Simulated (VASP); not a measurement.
The system is TaN.

```
Ta N
1.0
     0.00000    2.23347    2.07005
     2.23347    0.00000    2.07005
     2.23347    2.23347    0.00000
Ta N
1 1
Direct
  0.50000 0.50000 0.50000
  0.00000 0.00000 0.00000
```

This cell differs from its parent crystal: strain +0.025 along x and y, -0.050 along z.

Base run:

```yaml
Program: VASP 6.6.1
Functional: PBEsol
Potentials_or_basis: VASP PAW PBE potentials, release 64 (Ta_pv, N)
Cutoff: 520 eV
k_mesh: 18 × 18 × 18
Occupations: gaussian, width 0.15 eV
Spin: no spin polarisation
```

Its results: band gap on the k mesh zero (band 8 reaches 11.44 eV, above the bottom of band 9 at 7.23 eV); pressure 11.8 GPa.

Q: The run is repeated on the same cell with these changes: potentials or basis from VASP PAW PBE potentials, release 64 (Ta_pv, N) to VASP PAW PBE potentials, release 64 (Ta_sv_GW, N); cutoff from 520 eV to 600 eV; further incar settings from ALGO = Normal; EDIFF = 1e-06; NBANDS = 15 to ALGO = Normal; EDIFF = 1e-06; NBANDS = 16; valence electrons from 16 to 18. What comes out?

A: Band gap on the k mesh zero (band 9 reaches 15.82 eV, above the bottom of band 10 at 11.62 eV); pressure 10.8 GPa.

Caveats: the PAW data sets were made with another functional, which shifts forces and pressure a little; spin-orbit coupling is left out, which moves the levels of the heavy elements.
